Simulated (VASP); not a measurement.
Write the native input for VASP 6.6.1 that does the following.

| Quantity | Value |
| --- | --- |
| Task | relaxation of cell and atoms |
| Functional | PBE |
| Potentials or basis | VASP PAW PBE potentials, release 64 (Sr_sv) |
| Cutoff | 600 eV |
| k mesh | 6 × 6 × 4 |
| Occupations | gaussian, width 0.1 eV |
| Spin | no spin polarisation |
| Dipole correction | no |
| Further INCAR settings | ALGO = Fast; EDIFF = 1e-07; IBRION = 2; EDIFFG = -0.05; NSW = 80; ISIF = 3 |

The structure of Sr lies in POSCAR:

```
Sr
1.0
    3.3678221985      0.0000000000      0.0000000000
   -1.6839110993      2.9166195794      0.0000000000
    0.0000000000      0.0000000000      5.4502839606
Sr
2
Direct
    0.3333333333      0.6666666667      0.2500000000
    0.6666666667      0.3333333333      0.7500000000
```

This isn't the form of Sr at room conditions, which is fcc.

One way to write it, as run:

INCAR

```
PREC     = Accurate       # precision mode
ENCUT    = 600            # plane-wave cutoff, eV
EDIFF    = 1E-7           # SCF threshold, eV
ISMEAR   = 0              # smearing method
SIGMA    = 0.1            # smearing width, eV
LREAL    = False          # projectors in reciprocal space
LASPH    = True           # aspherical terms in the spheres
NELM     = 60             # most SCF steps
ALGO     = Fast           # electronic algorithm
ISIF     = 3              # what is computed and relaxed
LWAVE    = False          # write WAVECAR
LCHARG   = False          # write CHGCAR
GGA      = PE             # functional
IBRION   = 2              # ionic algorithm
NSW      = 80             # ionic steps
EDIFFG   = -0.05          # ionic threshold
```

KPOINTS

```
Automatic mesh
0
Gamma
  6 6 4
```

Potentials or basis: VASP PAW PBE potentials, release 64 (Sr_sv).

The run is started by

```sh
$ cat potpaw_PBE.64/Sr_sv/POTCAR > POTCAR
$ mpirun -np 1 vasp_std > vasp.out
```

It gave:

| Property | Result |
| --- | --- |
| Relaxed volume | 55.79 Å³/atom |
| Relaxed cell | a = 4.302 Å, b = 4.302 Å, c = 6.962 Å, α = 90.00°, β = 90.00°, γ = 120.00° |
| Space group after relaxing (to 0.1 Å) | P6_3/mmc (No. 194) |
| Energy gained by relaxing | 1292.1 meV/atom |
| Ionic steps | 5 |
| Pressure after relaxing | -0.1 GPa |
| Band gap on the k mesh | zero (bands 10 and 11 overlap by 0.24 eV) |

Caveat: the volume moved by over 15 % at a fixed basis, so the end points are rough.

Run time: 110 s on 1 thread of Intel(R) Xeon(R) 6975P-C (Granite Rapids), on a shared host, peak memory 0.19 GiB.
